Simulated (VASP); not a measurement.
Here is a VASP 6.6.1 calculation.

INCAR

```
SYSTEM = Ti
ALGO = Fast ; EDIFF = 1E-7
ENCUT = 520 ; GGA = PS
ISIF = 2 ; ISMEAR = 0
LASPH = .True. ; LCHARG = .False.
LREAL = .False. ; LWAVE = .False.
NBANDS = 19 ; NELM = 100
PREC = Accurate ; SIGMA = 0.1
```

KPOINTS

```
k-points
0
Gamma
  18 18 10
  0 0 0
```

POSCAR

```
Ti
1.0
    2.9268916599      0.0000000000      0.0000000000
   -1.4634458300      2.5347625316      0.0000000000
    0.0000000000      0.0000000000      4.6285524059
Ti
2
Direct
    0.3333333333      0.6666666667      0.2500000000
    0.6666666667      0.3333333333      0.7500000000
```

Potentials or basis: VASP PAW PBE potentials, release 64 (Ti_sv).

Launch:

```console
$ cat potpaw_PBE.64/Ti_sv/POTCAR > POTCAR
$ mpirun -np 1 vasp_std > vasp.out
```

Question: Estimate the pressure.

Answer: -3.3 GPa.

Question: Predict the band gap on the k mesh.

Answer: Zero (band 12 reaches 9.11 eV, above the bottom of band 13 at 8.01 eV).

Caveat: the PAW data sets were made with another functional, which shifts forces and pressure a little.
